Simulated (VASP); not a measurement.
# K8Mg9F24 (a cell with a defect) in VASP: single point with PBEsol

Aim: the single point of K8Mg9F24 (a cell with a defect) with PBEsol.

Everything below comes from runs of VASP 6.6.1. Logs are shortened: lines on timing, memory, paths and dates and some standing lists are left out, and cuts for length are marked.

## Step 1: The cell of the first run

The cell holds a defect, 41 atoms: a = 7.983 Å, b = 7.983 Å, c = 7.983 Å, α = 90.00°, β = 90.00°, γ = 90.00°.

## Step 2: Single point, PBEsol

INCAR reads:

```
SYSTEM = K8Mg9F24
PREC = Accurate
ENCUT = 520
EDIFF = 1E-6
ISMEAR = -1
SIGMA = 0.05
LREAL = Auto
LASPH = .True.
NELM = 100
ALGO = Normal
ISIF = 2
LWAVE = .False.
LCHARG = .False.
GGA = PS
NELECT = 256.0
ISYM = 0
NBANDS = 155
```

KPOINTS reads:

```
Automatic mesh
0
Gamma
  1 1 1
  0.25 0.25 0.25
```

POSCAR reads:

```
K8Mg9F24
1.0
    7.9825440000      0.0000000000      0.0000000000
    0.0000000000      7.9825440000      0.0000000000
    0.0000000000      0.0000000000      7.9825440000
K Mg F
8 9 24
Direct
    0.9909840000      0.9914540000      0.9993170000
    0.9901460000      0.9902010000      0.4994490000
    0.9874560000      0.5044310000      0.9993900000
    0.9858370000      0.5070310000      0.4992320000
    0.5043370000      0.9878910000      0.9993880000
    0.5075630000      0.9858010000      0.4992430000
    0.5115650000      0.5117680000      0.9992780000
    0.5705910000      0.5731760000      0.4995800000
    0.2305570000      0.2309030000      0.2296850000
    0.2306510000      0.2310010000      0.7690870000
    0.2540830000      0.7457750000      0.2494350000
    0.2540810000      0.7458540000      0.7493130000
    0.7455290000      0.2542740000      0.2494980000
    0.7456100000      0.2542810000      0.7492460000
    0.7604670000      0.7604340000      0.2420610000
    0.7605030000      0.7604770000      0.7567260000
    0.3671350000      0.3651610000      0.4993220000
    0.2747760000      0.2756830000      0.9994280000
    0.2048510000      0.2046270000      0.4991400000
    0.2543040000      0.7093180000      0.9993330000
    0.2622430000      0.7608710000      0.4994120000
    0.7096090000      0.2545870000      0.9993300000
    0.7597320000      0.2622040000      0.4994100000
    0.7564180000      0.7562880000      0.9993900000
    0.7716660000      0.7717420000      0.4994020000
    0.9923430000      0.2525690000      0.2230540000
    0.9924590000      0.2526600000      0.7755860000
    0.0070370000      0.7441960000      0.2474480000
    0.0070540000      0.7441590000      0.7513020000
    0.4818730000      0.2601950000      0.3078820000
    0.4817590000      0.2600890000      0.6907900000
    0.5062290000      0.7502510000      0.2484500000
    0.5062490000      0.7504210000      0.7503480000
    0.2515270000      0.9925990000      0.2224840000
    0.2515930000      0.9927140000      0.7761660000
    0.2616620000      0.4817890000      0.3087770000
    0.2615740000      0.4816800000      0.6899120000
    0.7448590000      0.0070980000      0.2473610000
    0.7448460000      0.0071230000      0.7513900000
    0.7490320000      0.5064090000      0.2490090000
    0.7491630000      0.5064400000      0.7497860000
```

Potentials or basis: VASP PAW PBE potentials, release 64 (K_sv, Mg, F).

Started as:

```console
cat potpaw_PBE.64/K_sv/POTCAR potpaw_PBE.64/Mg/POTCAR potpaw_PBE.64/F/POTCAR > POTCAR
mpirun -np 1 vasp_std > vasp.out
```

OUTCAR:

```text
SYSTEM = K8Mg9F24
   PREC = Accurate
   ENCUT = 520
   EDIFF = 1E-6
   ISMEAR = -1
   LREAL = Auto
   LASPH = .True.
   NELM = 100
   ISIF = 2
   GGA = PS
   NELECT = 256.0
   ISYM = 0

 ion  position               nearest neighbor table
   1  0.991  0.991  0.999-  24 2.65  34 2.74  35 2.74  26 2.74  27 2.75  39 2.79  38 2.79  29 2.80
                            28 2.80  16 3.25  15 3.25   9 3.27  10 3.27  14 3.50  13 3.50  12 3.50
   2  0.990  0.990  0.499-  19 2.42  25 2.47  39 2.81  38 2.81  29 2.81  28 2.81  21 2.84  23 2.85
                            16 3.31  15 3.31   9 3.47  10 3.47  12 3.50  11 3.50  14 3.50  13 3.50
   3  0.987  0.504  0.999-  20 2.69  26 2.69  27 2.69  24 2.73  41 2.75  40 2.76  29 2.76  28 2.76
                            15 3.35  16 3.35  14 3.42  13 3.42  10 3.45   9 3.45  11 3.50  12 3.50
   4  0.986  0.507  0.499-  23 2.66  36 2.68  37 2.68  25 2.72  40 2.75  41 2.75  28 2.77  29 2.77
                            17 3.25   8 3.36  15 3.40  16 3.40  13 3.42  14 3.43  11 3.49  12 3.49
   5  0.504  0.988  0.999-  22 2.69  34 2.69  35 2.69  24 2.73  33 2.75  32 2.75  38 2.76  39 2.76
                            16 3.35  15 3.35  12 3.42  11 3.42  10 3.45   9 3.45  13 3.49  14 3.50
   6  0.508  0.986  0.499-  21 2.66  30 2.68  31 2.68  25 2.71  32 2.75  33 2.75  38 2.77  39 2.77
                            17 3.23   8 3.33  15 3.40  16 3.40  11 3.43  12 3.43  13 3.49  14 3.49
   7  0.512  0.512  0.999-  20 2.59  22 2.59  18 2.67  41 2.75  40 2.75  33 2.75  32 2.75  24 2.76
                            16 3.41  15 3.41  12 3.42  14 3.42  11 3.42  13 3.42  10 3.66   9 3.67
   8  0.571  0.573  0.500-  25 2.26  17 2.32  33 2.50  32 2.51  41 2.51  40 2.51  16 2.96  15 2.96
                             6 3.33   4 3.36  12 3.50  11 3.50  14 3.52  13 3.52
   9  0.231  0.231  0.230-  18 1.91  26 1.91  34 1.91  30 2.11  36 2.11  19 2.17  17 2.64   1 3.27
                             3 3.45   5 3.45   2 3.47   4 3.65   6 3.65   7 3.67
  10  0.231  0.231  0.769-  18 1.91  27 1.91  35 1.91  31 2.11  37 2.11  19 2.17  17 2.64   1 3.27
                             3 3.45   5 3.45   2 3.47   4 3.65   6 3.65   7 3.66
  11  0.254  0.746  0.249-  28 1.97  34 1.98  21 2.00  32 2.01  20 2.02  36 2.16   7 3.42   5 3.42
                             6 3.43   4 3.49   3 3.50   2 3.50   1 3.50   8 3.50
  12  0.254  0.746  0.749-  29 1.97  35 1.98  21 2.00  33 2.01  20 2.02  37 2.16   7 3.42   5 3.42
                             6 3.43   4 3.49   2 3.50   3 3.50   1 3.50   8 3.50
  13  0.746  0.254  0.249-  38 1.97  26 1.98  23 2.00  40 2.01  22 2.02  30 2.16   7 3.42   3 3.42
                             4 3.42   6 3.49   5 3.49   1 3.50   2 3.50   8 3.52
  14  0.746  0.254  0.749-  39 1.97  27 1.98  23 2.00  41 2.01  22 2.02  31 2.16   7 3.42   3 3.42
                             4 3.43   6 3.49   5 3.50   1 3.50   2 3.50   8 3.52
  15  0.760  0.760  0.242-  24 1.94  28 1.97  38 1.97  40 2.03  32 2.03  25 2.06   8 2.96   1 3.25
                             2 3.31   3 3.35   5 3.35   6 3.40   4 3.40   7 3.41
  16  0.761  0.760  0.757-  24 1.94  29 1.97  39 1.97  41 2.03  33 2.03  25 2.06   8 2.96   1 3.25
                             2 3.31   3 3.35   5 3.35   6 3.40   4 3.40   7 3.41
  17  0.367  0.365  0.499-  19 1.82  30 1.97  31 1.97  36 1.97  37 1.97   8 2.32   9 2.64  10 2.64
                             6 3.23   4 3.25
  18  0.275  0.276  0.999-   9 1.91  10 1.91   7 2.67
  19  0.205  0.205  0.499-  17 1.82   9 2.17  10 2.17   2 2.42
  20  0.254  0.709  0.999-  12 2.02  11 2.02   7 2.59   3 2.69
  21  0.262  0.761  0.499-  12 2.00  11 2.00   6 2.66   2 2.84
  22  0.710  0.255  0.999-  14 2.02  13 2.02   7 2.59   5 2.69
  23  0.760  0.262  0.499-  14 2.00  13 2.00   4 2.66   2 2.85
  24  0.756  0.756  0.999-  16 1.94  15 1.94   1 2.65   3 2.73   5 2.73   7 2.76
  25  0.772  0.772  0.499-  16 2.06  15 2.06   8 2.26   2 2.47   6 2.71   4 2.72
  26  0.992  0.253  0.223-   9 1.91  13 1.98   3 2.69   1 2.74
  27  0.992  0.253  0.776-  10 1.91  14 1.98   3 2.69   1 2.75
  28  0.007  0.744  0.247-  11 1.97  15 1.97   3 2.76   4 2.77   1 2.80   2 2.81
  29  0.007  0.744  0.751-  12 1.97  16 1.97   3 2.76   4 2.77   1 2.80   2 2.81
  30  0.482  0.260  0.308-  17 1.97   9 2.11  13 2.16   6 2.68
  31  0.482  0.260  0.691-  17 1.97  10 2.11  14 2.16   6 2.68
  32  0.506  0.750  0.248-  11 2.01  15 2.03   8 2.51   6 2.75   5 2.75   7 2.75
  33  0.506  0.750  0.750-  12 2.01  16 2.03   8 2.50   5 2.75   6 2.75   7 2.75
  34  0.252  0.993  0.222-   9 1.91  11 1.98   5 2.69   1 2.74
  35  0.252  0.993  0.776-  10 1.91  12 1.98   5 2.69   1 2.74
  36  0.262  0.482  0.309-  17 1.97   9 2.11  11 2.16   4 2.68
  37  0.262  0.482  0.690-  17 1.97  10 2.11  12 2.16   4 2.68
  38  0.745  0.007  0.247-  13 1.97  15 1.97   5 2.76   6 2.77   1 2.79   2 2.81
  39  0.745  0.007  0.751-  14 1.97  16 1.97   5 2.76   6 2.77   1 2.79   2 2.81
  40  0.749  0.506  0.249-  13 2.01  15 2.03   8 2.51   4 2.75   7 2.75   3 2.76
  41  0.749  0.506  0.750-  14 2.01  16 2.03   8 2.51   7 2.75   4 2.75   3 2.75

IMPORTANT INFORMATION: All symmetrisations will be switched off!
NOSYMM: (Re-)initialisation of all symmetry stuff for point group C_1.

----------------------------------------------------------------------------------------

                                     Primitive cell

  volume of cell :     508.6558

  direct lattice vectors                    reciprocal lattice vectors
     7.982544000  0.000000000  0.000000000     0.125273346  0.000000000  0.000000000
     0.000000000  7.982544000  0.000000000     0.000000000  0.125273346  0.000000000
     0.000000000  0.000000000  7.982544000     0.000000000  0.000000000  0.125273346

  length of vectors
     7.982544000  7.982544000  7.982544000     0.125273346  0.125273346  0.125273346

  position of ions in fractional coordinates (direct lattice)
     0.990984000  0.991454000  0.999317000
     0.990146000  0.990201000  0.499449000
[... 105 lines left out ...]
 Subroutine IBZKPT returns following result:
 ===========================================

 Found      4 irreducible k-points:

 Following reciprocal coordinates:
            Coordinates               Weight
  0.250000  0.250000  0.250000      2.000000
 -0.250000  0.250000  0.250000      2.000000
 -0.250000 -0.250000  0.250000      2.000000
  0.250000 -0.250000  0.250000      2.000000
   k-points           NKPTS =      4   k-points in BZ     NKDIM =      4   number of bands    NBANDS=    155
   number of dos      NEDOS =    301   number of ions     NIONS =     41
   total plane-waves  NPLWV = 216000
   dimension x,y,z NGX =    60 NGY =   60 NGZ =   60
   dimension x,y,z NGXF=   120 NGYF=  120 NGZF=  120
   ions per type =               8   9  24
   NGX,Y,Z   is equivalent  to a cutoff of  12.50, 12.50, 12.50 a.u.
   NGXF,Y,Z  is equivalent  to a cutoff of  24.99, 24.99, 24.99 a.u.
 SYSTEM =  K8Mg9F24
   PREC   = accura    normal or accurate (medium, high low for compatibility)
   ISTART =      0    job   : 0-new  1-cont  2-samecut
   ICHARG =      2    charge: 1-file 2-atom 10-const
   ISPIN  =      1    spin polarized calculation?
   LNONCOLLINEAR =      F non collinear calculations
   LSORBIT =      F    spin-orbit coupling
   LASPH  =      T    aspherical Exc in radial PAW
   ENCUT  =  520.0 eV  38.22 Ry    6.18 a.u.  14.84 14.84 14.84*2*pi/ulx,y,z
   NELM   =    100;   NELMIN=  2; NELMDL= -5     # of ELM steps
   EDIFF  = 0.1E-05   stopping-criterion for ELM
   LREAL  =      T    real-space projection
   EDIFFG = 0.1E-04   stopping-criterion for IOM
   NSW    =      0    number of steps for IOM
   IBRION =     -1    ionic relax: 0-MD 1-quasi-New 2-CG
   NFREE  =      0    steps in history (QN), initial steepest desc. (CG)
   ISIF   =      2    stress and relaxation
   ISYM   =      0    0-nonsym 1-usesym 2-fastsym
   POTIM  = 0.5000    time-step for ionic-motion
   TEBEG  =    0.0;   TEEND  =   0.0 temperature during run
   PSTRESS=    0.0 pullay stress
   NELECT =     256.0000    total number of electrons
   NUPDOWN=      -1.0000    fix difference up-down
   EMIN   =  10.00;   EMAX   =-10.00  energy-range for DOS
   EFERMI =   0.00;   METHOD = LEGACY
   ISMEAR =    -1;   SIGMA  =   0.05  broadening in eV -4-tet -1-fermi 0-gaus
   EFERMI_NEDOS =   21; number of points for ismear=-14 and -15
   IALGO  =     38    algorithm
   IMIX   =      4    mixing-type and parameters
     AMIX     =   0.40;   BMIX     =  1.00
     AMIX_MAG =   1.60;   BMIX_MAG =  1.00
  volume/ion in A,a.u.               =      12.41        83.72
  Fermi-wavevector in a.u.,A,eV,Ry     =   1.302207  2.460815 23.072000  1.695744
  Thomas-Fermi vector in A             =   2.433291
   LORBIT       =      0    0 simple, 1 ext, 2 COOP (PROOUT), +10 PAW based schemes
   GGA     = PS    functional components
   LHFCALC =     F    Hartree Fock is set to
   AEXX    =    0.0000 exact exchange contribution
   IVDW    =     0    specifies the selected vdW correction
   LEPSILON=     F    determine dielectric tensor
   LRPA    =     F    only Hartree local field effects (RPA)
 non-spin polarized calculation
  energy-cutoff  :      520.00
  volume of cell :      508.66
 maximum number of plane-waves:     13679
   NGX = 29   NGY = 29   NGZ = 29

 number of electron     255.9999873 magnetization

 Free energy of the ion-electron system (eV)
  ---------------------------------------------------
  ext. energy  EPLUGINS =         0.00000000
  ---------------------------------------------------
  free energy    TOTEN  =      -207.72180109 eV

  energy without entropy =     -207.72180109  energy(sigma->0) =     -207.72180109

 E-fermi :  -0.2214     XC(G=0):  -9.9595

 val. band max:       -1.5260379750   @ k =   0.2500   0.2500   0.2500
 cond. band min:       6.0045278592   @ k =   0.2500  -0.2500   0.2500
 fundamental gap:      7.5305658342
 Fermi energy:        -0.2214412278

 k-point     1 :       0.2500    0.2500    0.2500
  band No.  band energies     occupation
      1     -27.8499      2.00000
      2     -26.6990      2.00000
      3     -26.6870      2.00000
      4     -26.6462      2.00000
      5     -26.5643      2.00000
      6     -26.5586      2.00000
[... 561 lines left out ...]
    139       9.0529      0.00000
    140       9.0907      0.00000
 [bands above 140 left out]

------------------------ aborting loop because EDIFF is reached ----------------------------------------

  FORCE on cell =-STRESS in cart. coord.  units (eV):
  Direction    XX          YY          ZZ          XY          YZ          ZX
  --------------------------------------------------------------------------------------
  -------------------------------------------------------------------------------------
  Total       -2.3564233     -2.2728615     -8.6262063      6.5997098      0.0058045      0.0049276
  in kB       -7.4223244     -7.1591191    -27.1710523     20.7879403      0.0182832      0.0155211
  external PRESSURE =     -13.9174986 kB  Pullay stress =       0.0000000 kB

 VOLUME and BASIS-vectors are now :
 -----------------------------------------------------------------------------
  energy-cutoff  :      520.00
  volume of cell :      508.66
      direct lattice vectors                 reciprocal lattice vectors
     7.982544000  0.000000000  0.000000000     0.125273346  0.000000000  0.000000000
     0.000000000  7.982544000  0.000000000     0.000000000  0.125273346  0.000000000
     0.000000000  0.000000000  7.982544000     0.000000000  0.000000000  0.125273346

 POSITION                                       TOTAL-FORCE (eV/Angst)
 -----------------------------------------------------------------------------------
      7.91057      7.91433      7.97709         0.004719      0.000641      0.002337
      7.90388      7.90432      3.98687        -0.002923     -0.003978     -0.002681
      7.88241      4.02664      7.97767         0.014915      0.001852     -0.000935
      7.86949      4.04740      3.98514         0.013059     -0.005972      0.002427
      4.02589      7.88588      7.97766        -0.000474      0.017038     -0.000368
      4.05164      7.86920      3.98523        -0.010409      0.010802     -0.000279
[... 33 lines left out ...]
      5.97918      4.04243      1.98773         0.002961     -0.004859     -0.005670
      5.98023      4.04268      5.98520         0.000302     -0.006400      0.007862
 -----------------------------------------------------------------------------------
    total drift:                                0.021706      0.022277      0.000725

  FREE ENERGIE OF THE ION-ELECTRON SYSTEM (eV)
  ---------------------------------------------------
  free  energy   TOTEN  =      -207.7218010892 eV

  energy  without entropy=     -207.7218010892  energy(sigma->0) =     -207.72180109
```

Run time: 12 min. Hardware: 1 thread of AMD EPYC 7R43 (Zen 3), shared host; peak memory 0.54 GiB.

Results:

```yaml
Free_energy: -207.7218 eV
Largest_force: 0.076 eV/Å
```

Forces on the atoms (eV/Å):
```
K    0.005  0.001  0.002
K   -0.003 -0.004 -0.003
K    0.015  0.002 -0.001
K    0.013 -0.006  0.002
K    0.000  0.017  0.000
K   -0.010  0.011  0.000
K   -0.013 -0.013  0.006
K   -0.050 -0.058 -0.006
Mg  -0.010 -0.010 -0.005
Mg  -0.010 -0.011  0.009
Mg  -0.009  0.013 -0.004
Mg  -0.009  0.013  0.003
Mg   0.011 -0.007 -0.004
Mg   0.011 -0.008  0.003
Mg   0.008  0.008 -0.015
Mg   0.009  0.009  0.014
Mg   0.002  0.005 -0.002
F   -0.010 -0.011 -0.006
F    0.017  0.017  0.002
F    0.000  0.012  0.002
F   -0.003 -0.019 -0.002
F    0.012 -0.001  0.002
F   -0.018 -0.003 -0.001
F   -0.005 -0.005  0.000
F    0.025  0.024  0.000
F   -0.001  0.004  0.009
F   -0.006  0.001 -0.009
F    0.003 -0.001  0.002
F    0.002  0.003 -0.001
F   -0.004  0.016 -0.003
F   -0.002  0.018  0.003
F   -0.005  0.001 -0.005
F   -0.006  0.000  0.007
F    0.004 -0.003  0.008
F    0.003 -0.005 -0.009
F    0.014 -0.003 -0.003
F    0.017 -0.001  0.002
F   -0.001  0.004  0.003
F    0.001  0.003 -0.002
F    0.003 -0.005 -0.006
F    0.000 -0.006  0.008
```

Caveat: the k points lie up to 0.79 Å⁻¹ apart; the cell carries a net charge on a neutralising background, which shifts energy and pressure; the cell is charged against a uniform background, so pressure and absolute levels hang on convention; the PAW data sets were made with another functional, which shifts forces and pressure a little.
